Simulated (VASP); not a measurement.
# TiO2 (P4_2/mnm) in VASP: relaxation of cell and atoms with PBE

Aim: the relaxation of cell and atoms of TiO2 with PBE.

Everything below comes from runs of VASP 6.6.1. Logs are shortened: lines on timing, memory, paths and dates and some standing lists are left out, and cuts for length are marked.

## Step 1: The cell of the first run

Symmetry: P4_2/mnm, No. 136, tetragonal system. The conventional cell has a = 4.686 Å, b = 4.686 Å, c = 3.018 Å, α = 90.00°, β = 90.00°, γ = 90.00°. Within 2.6 Å of Ti (site symmetry mmm) lie 6 O at 1.99 to 2.02 Å. Within 2.6 Å of O (site symmetry m2m) lie 3 Ti at 1.99 to 2.02 Å and 1 O at 2.58 Å.

## Step 2: Relaxation of cell and atoms, PBE

The input, INCAR:

```
PREC = Accurate ; ENCUT = 600
EDIFF = 1E-7 ; ISMEAR = 0
SIGMA = 0.01 ; LREAL = F
LASPH = T ; NELM = 100
ALGO = Normal ; ISIF = 3
LWAVE = F ; LCHARG = F
GGA = PE ; IBRION = 2
NSW = 40 ; EDIFFG = -0.01
```

The input, KPOINTS:

```
regular mesh
0
Gamma
  3 3 4
```

The input, POSCAR:

```
TiO2
1.0
    4.6858800000      0.0000000000      0.0000000000
    0.0000000000      4.6858800000      0.0000000000
    0.0000000000      0.0000000000      3.0181800000
Ti O
2 4
Direct
    0.0000000000      0.0000000000      0.0000000000
    0.5000000000      0.5000000000      0.5000000000
    0.3050000000      0.3050000000      0.0000000000
    0.6950000000      0.6950000000      0.0000000000
    0.8050000000      0.1950000000      0.5000000000
    0.1950000000      0.8050000000      0.5000000000
```

Potentials or basis: VASP PAW PBE potentials, release 64 (Ti_sv, O).

Run with:

```sh
$ cat potpaw_PBE.64/Ti_sv/POTCAR potpaw_PBE.64/O/POTCAR > POTCAR
$ mpirun -np 1 vasp_std > vasp.out
```

OUTCAR:

```text
PREC = Accurate
   ENCUT = 600
   EDIFF = 1E-7
   ISMEAR = 0
   LREAL = F
   LASPH = T
   NELM = 100
   ISIF = 3
   GGA = PE
   IBRION = 2
   NSW = 40
   EDIFFG = -0.01

 ion  position               nearest neighbor table
   1  0.000  0.000  0.000-   5 1.99   6 1.99   5 1.99   6 1.99   3 2.02   4 2.02
   2  0.500  0.500  0.500-   3 1.99   4 1.99   3 1.99   4 1.99   5 2.02   6 2.02
   3  0.305  0.305  0.000-   2 1.99   2 1.99   1 2.02
   4  0.695  0.695  0.000-   2 1.99   2 1.99   1 2.02
   5  0.805  0.195  0.500-   1 1.99   1 1.99   2 2.02
   6  0.195  0.805  0.500-   1 1.99   1 1.99   2 2.02

  LATTYP: Found a simple tetragonal cell.
 ALAT       =     4.6858800000
 C/A-ratio  =     0.6441010013

  Lattice vectors:

 A1 = (   4.6858800000,   0.0000000000,   0.0000000000)
 A2 = (   0.0000000000,   4.6858800000,   0.0000000000)
 A3 = (   0.0000000000,   0.0000000000,   3.0181800000)

Analysis of symmetry for initial positions (statically):
=====================================================================
 Subroutine PRICEL returns:
 Original cell was already a primitive cell.

 Routine SETGRP: Setting up the symmetry group for a
 simple tetragonal supercell.

 Subroutine GETGRP returns: Found 16 space group operations
 (whereof  8 operations were pure point group operations)
 out of a pool of 16 trial point group operations.

The static configuration has the point symmetry D_2h.
 The point group associated with its full space group is D_4h.

Analysis of symmetry for dynamics (positions and initial velocities):
=====================================================================
 Subroutine PRICEL returns:
 Original cell was already a primitive cell.

 Routine SETGRP: Setting up the symmetry group for a
 simple tetragonal supercell.

 Subroutine GETGRP returns: Found 16 space group operations
 (whereof  8 operations were pure point group operations)
 out of a pool of 16 trial point group operations.

The dynamic configuration has the point symmetry D_2h.
 The point group associated with its full space group is D_4h.

 Subroutine INISYM returns: Found 16 space group operations
 (whereof  8 operations are pure point group operations),
 and found     1 'primitive' translations

----------------------------------------------------------------------------------------

                                     Primitive cell

  volume of cell :      66.2716

  direct lattice vectors                    reciprocal lattice vectors
     4.685880000  0.000000000  0.000000000     0.213407087  0.000000000  0.000000000
     0.000000000  4.685880000  0.000000000     0.000000000  0.213407087  0.000000000
     0.000000000  0.000000000  3.018180000     0.000000000  0.000000000  0.331325501

  length of vectors
     4.685880000  4.685880000  3.018180000     0.213407087  0.213407087  0.331325501

  position of ions in fractional coordinates (direct lattice)
     0.000000000  0.000000000  0.000000000
     0.500000000  0.500000000  0.500000000
     0.305000000  0.305000000  0.000000000
     0.695000000  0.695000000  0.000000000
     0.805000000  0.195000000  0.500000000
     0.195000000  0.805000000  0.500000000

  ion indices of the primitive-cell ions
   primitive index   ion index
                 1           1
                 2           2
                 3           3
                 4           4
                 5           5
                 6           6

----------------------------------------------------------------------------------------

 KPOINTS: regular mesh

Automatic generation of k-mesh.
 Grid dimensions read from file:
 generate k-points for:    3    3    4

 Generating k-lattice:

  Cartesian coordinates                     Fractional coordinates (reciprocal lattice)
     0.071135696  0.000000000  0.000000000     0.333333333  0.000000000  0.000000000
     0.000000000  0.071135696  0.000000000     0.000000000  0.333333333  0.000000000
     0.000000000  0.000000000  0.082831375     0.000000000  0.000000000  0.250000000

  Length of vectors
     0.071135696  0.071135696  0.082831375

  Shift w.r.t. Gamma in fractional coordinates (k-lattice)
     0.000000000  0.000000000  0.000000000

 Subroutine IBZKPT returns following result:
 ===========================================

 Found      9 irreducible k-points:

 Following reciprocal coordinates:
            Coordinates               Weight
  0.000000  0.000000  0.000000      1.000000
  0.333333  0.000000  0.000000      4.000000
  0.333333  0.333333  0.000000      4.000000
  0.000000  0.000000  0.250000      2.000000
  0.333333  0.000000  0.250000      8.000000
  0.333333  0.333333  0.250000      8.000000
  0.000000  0.000000  0.500000      1.000000
  0.333333  0.000000  0.500000      4.000000
  0.333333  0.333333  0.500000      4.000000
   k-points           NKPTS =      9   k-points in BZ     NKDIM =      9   number of bands    NBANDS=     28
   number of dos      NEDOS =    301   number of ions     NIONS =      6
   total plane-waves  NPLWV =  38400
   dimension x,y,z NGX =    40 NGY =   40 NGZ =   24
   dimension x,y,z NGXF=    80 NGYF=   80 NGZF=   48
   ions per type =               2   4
   NGX,Y,Z   is equivalent  to a cutoff of  14.19, 14.19, 13.22 a.u.
   NGXF,Y,Z  is equivalent  to a cutoff of  28.38, 28.38, 26.44 a.u.
 SYSTEM =  unknown system
   PREC   = accura    normal or accurate (medium, high low for compatibility)
   ISTART =      0    job   : 0-new  1-cont  2-samecut
   ICHARG =      2    charge: 1-file 2-atom 10-const
   ISPIN  =      1    spin polarized calculation?
   LNONCOLLINEAR =      F non collinear calculations
   LSORBIT =      F    spin-orbit coupling
   LASPH  =      T    aspherical Exc in radial PAW
   ENCUT  =  600.0 eV  44.10 Ry    6.64 a.u.   9.36  9.36  6.03*2*pi/ulx,y,z
   NELM   =    100;   NELMIN=  2; NELMDL= -5     # of ELM steps
   EDIFF  = 0.1E-06   stopping-criterion for ELM
   LREAL  =      F    real-space projection
   EDIFFG = -.1E-01   stopping-criterion for IOM
   NSW    =     40    number of steps for IOM
   IBRION =      2    ionic relax: 0-MD 1-quasi-New 2-CG
   NFREE  =      1    steps in history (QN), initial steepest desc. (CG)
   ISIF   =      3    stress and relaxation
   ISYM   =      2    0-nonsym 1-usesym 2-fastsym
   POTIM  = 0.5000    time-step for ionic-motion
   TEBEG  =    0.0;   TEEND  =   0.0 temperature during run
   PSTRESS=    0.0 pullay stress
   NELECT =      48.0000    total number of electrons
   NUPDOWN=      -1.0000    fix difference up-down
   EMIN   =  10.00;   EMAX   =-10.00  energy-range for DOS
   EFERMI =   0.00;   METHOD = LEGACY
   ISMEAR =     0;   SIGMA  =   0.01  broadening in eV -4-tet -1-fermi 0-gaus
   EFERMI_NEDOS =   21; number of points for ismear=-14 and -15
   IALGO  =     38    algorithm
   IMIX   =      4    mixing-type and parameters
     AMIX     =   0.40;   BMIX     =  1.00
     AMIX_MAG =   1.60;   BMIX_MAG =  1.00
  volume/ion in A,a.u.               =      11.05        74.54
  Fermi-wavevector in a.u.,A,eV,Ry     =   1.470210  2.778294 29.409237  2.161518
  Thomas-Fermi vector in A             =   2.585494
   LORBIT       =      0    0 simple, 1 ext, 2 COOP (PROOUT), +10 PAW based schemes
   GGA     = PE    functional components
   LHFCALC =     F    Hartree Fock is set to
   AEXX    =    0.0000 exact exchange contribution
   IVDW    =     0    specifies the selected vdW correction
   LEPSILON=     F    determine dielectric tensor
   LRPA    =     F    only Hartree local field effects (RPA)
 conjugate gradient relaxation of ions
 non-spin polarized calculation
 Gauss-broadening in eV      SIGMA  =   0.01
  energy-cutoff  :      600.00
  volume of cell :       66.27
 maximum number of plane-waves:      2232
 NGX is ok and might be reduce to    40
   NGX = 19   NGY = 19   NGZ = 13

--------------------------------------- Ionic step        1  -------------------------------------------

 number of electron      47.9999992 magnetization

 Free energy of the ion-electron system (eV)
  ---------------------------------------------------
  ext. energy  EPLUGINS =         0.00000000
  ---------------------------------------------------
  free energy    TOTEN  =       -53.61839528 eV

  energy without entropy =      -53.61839528  energy(sigma->0) =      -53.61839528

------------------------ aborting loop because EDIFF is reached ----------------------------------------

  FORCE on cell =-STRESS in cart. coord.  units (eV):
  Direction    XX          YY          ZZ          XY          YZ          ZX
  --------------------------------------------------------------------------------------
  -------------------------------------------------------------------------------------
  Total       -2.6393727     -2.6393727     -4.1059312      0.0000000      0.0000000      0.0000000
  in kB      -63.8092786    -63.8092786    -99.2646888      0.0000000      0.0000000      0.0000000
  external PRESSURE =     -75.6277487 kB  Pullay stress =       0.0000000 kB
[... 185 lines left out ...]
  energy  without entropy=      -53.6774379702  energy(sigma->0) =      -53.67743797

--------------------------------------- Ionic step        6  -------------------------------------------

 number of electron      47.9999981 magnetization

 Free energy of the ion-electron system (eV)
  ---------------------------------------------------
  ext. energy  EPLUGINS =         0.00000000
  ---------------------------------------------------
  free energy    TOTEN  =       -53.67746012 eV

  energy without entropy =      -53.67746012  energy(sigma->0) =      -53.67746012

 E-fermi :   4.6583     XC(G=0): -11.2808

 val. band max:        4.5808215298   @ k =   0.0000   0.0000   0.0000
 cond. band min:       6.3963175685   @ k =   0.0000   0.0000   0.0000
 fundamental gap:      1.8154960387
 Fermi energy:         4.6582548877

 k-point     1 :       0.0000    0.0000    0.0000
  band No.  band energies     occupation
      1     -52.4037      2.00000
      2     -52.3889      2.00000
      3     -28.6900      2.00000
      4     -28.6900      2.00000
      5     -28.5398      2.00000
      6     -28.5398      2.00000
[... 301 lines left out ...]
  FREE ENERGIE OF THE ION-ELECTRON SYSTEM (eV)
  ---------------------------------------------------
  free  energy   TOTEN  =       -53.6774601200 eV

  energy  without entropy=      -53.6774601200  energy(sigma->0) =      -53.67746012

 reached required accuracy - stopping structural energy minimisation
```

It took 83 s on 1 thread of Intel Xeon Platinum 8375C at 2.90GHz (Ice Lake), shared host; peak memory 0.19 GiB.

Results:

```yaml
Free_energy: -53.6775 eV
Relaxed_volume: 10.66 Å³/atom
Relaxed_cell: a = 4.641 Å, b = 4.641 Å, c = 2.970 Å, α = 90.00°, β = 90.00°, γ = 90.00°
Space_group_after_relaxing_to_0.05_Å: P4_2/mnm (No. 136)
Energy_gained_by_relaxing: 9.8 meV/atom
Ionic_steps: 6
Pressure_after_relaxing: 0.1 GPa
Largest_force_after_relaxing: 0.003 eV/Å
Band_gap_on_the_k_mesh: 1.82 eV, direct
```

Forces in eV/Å, atoms in the order of the input:
```
Ti   0.000  0.000  0.000
Ti   0.000  0.000  0.000
O   -0.002 -0.002  0.000
O    0.002  0.002  0.000
O   -0.002  0.002  0.000
O    0.002 -0.002  0.000
```

Step by step:
| step | energy change (eV) | largest force (eV/Å) | pressure (GPa) | volume (Å³) |
| --- | --- | --- | --- | --- |
| 1 | 0.0000 | 0.1523 | -7.56 | 66.27 |
| 2 | 0.0350 | 0.4025 | 10.95 | 61.39 |
| 3 | -0.0586 | 0.0628 | -0.10 | 64.05 |
| 4 | -0.0586 | 0.0677 | 0.06 | 64.00 |
| 5 | -0.0590 | 0.0166 | 0.07 | 63.97 |
| 6 | -0.0591 | 0.0032 | 0.07 | 63.96 |

Final structure:
```
Ti O
1.0
     4.64092    0.00000    0.00000
     0.00000    4.64092    0.00000
     0.00000    0.00000    2.96961
Ti O
2 4
Direct
  0.00000 0.00000 0.00000
  0.50000 0.50000 0.50000
  0.30495 0.30495 0.00000
  0.69505 0.69505 0.00000
  0.80495 0.19505 0.50000
  0.19505 0.80495 0.50000
```

Caveat: the k points lie up to 0.53 Å⁻¹ apart in the final cell.
